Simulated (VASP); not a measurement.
Here is a VASP 6.6.1 calculation.

Contents of POSCAR:

```
ZnS
1.0
    0.0000000000      2.6671449732      2.7269439795
    2.6671449732      0.0000000000      2.7269439795
    2.6671449732      2.6671449732      0.0000000000
Zn S
1 1
Direct
    0.0000000000      0.0000000000      0.0000000000
    0.2500000000      0.2500000000      0.2500000000
```

Contents of INCAR.step1:

```
  PREC = Accurate
  ENCUT = 520
  ISMEAR = 0
  SIGMA = 0.01
  LREAL = F
  LASPH = T
  NELM = 80
  NBANDS = 16
  GGA = PE
  ALGO = Normal
  EDIFF = 1E-4
  LWAVE = T
  LCHARG = F
```

INCAR.step2

```
  PREC = Accurate
  ENCUT = 520
  EDIFF = 1E-6
  ISMEAR = 0
  SIGMA = 0.01
  LREAL = F
  LASPH = T
  NELM = 80
  ALGO = Normal
  ISIF = 2
  LWAVE = F
  LCHARG = F
  METAGGA = R2SCAN
  LMIXTAU = T
  NBANDS = 16
  ISTART = 1
```

File KPOINTS:

```
Automatic mesh
0
Gamma
  8 8 8
```

Potentials or basis: VASP PAW PBE potentials, release 64 (Zn, S).

Command:

```sh
$ cat potpaw_PBE.64/Zn/POTCAR potpaw_PBE.64/S/POTCAR > POTCAR
$ cp INCAR.step1 INCAR
$ mpirun -np 1 vasp_std > vasp.out
$ cp INCAR.step2 INCAR
$ mpirun -np 1 vasp_std > vasp.out
```

Problem. Estimate the pressure.

Solution. 0.7 GPa.

Problem. Estimate the band gap on the k mesh.

Solution. 2.72 eV, direct.

Stress tensor (GPa, compression positive):
```
1.01 0.00 0.00
0.00 1.01 0.00
0.00 0.00 0.07
```

Caveat: the cell differs from its parent crystal (epitaxial xy strain -1.0%); the PAW data sets were made with another functional, which shifts forces and pressure a little.
